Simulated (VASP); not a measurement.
Here is a VASP 6.6.1 calculation.

File INCAR:

```
SYSTEM = LiF
  ALGO = Normal
  EDIFF = 1E-7
  ENCUT = 520
  ISIF = 2
  ISMEAR = 0
  LASPH = .TRUE.
  LCHARG = .FALSE.
  LREAL = .FALSE.
  LWAVE = .FALSE.
  NBANDS = 18
  NELM = 100
  PREC = Accurate
  SIGMA = 0.05
```

Contents of KPOINTS:

```
k-points
0
G
  9 9 6
  0 0 0
```

Contents of POSCAR:

```
LiF
1.0
    2.9984347243      0.0000000000      0.0000000000
   -1.4992173621      2.5967206428      0.0000000000
    0.0000000000      0.0000000000      4.7579162205
Li F
2 2
Direct
    0.3333333333      0.6666666667      0.3559038391
    0.6666666667      0.3333333333      0.8559038391
    0.3333333333      0.6666666667      0.9910195924
    0.6666666667      0.3333333333      0.4910195924
```

Potentials or basis: VASP PAW LDA potentials, release 64 (Li_sv, F).

Command:

```sh
$ cat potpaw_LDA.64/Li_sv/POTCAR potpaw_LDA.64/F/POTCAR > POTCAR
$ mpirun -np 1 vasp_std > vasp.out
```

(1) Estimate the band gap on the k mesh.

(2) Predict the largest force.

## Answers

(1) 7.96 eV, direct.

(2) 0.476 eV/Å.
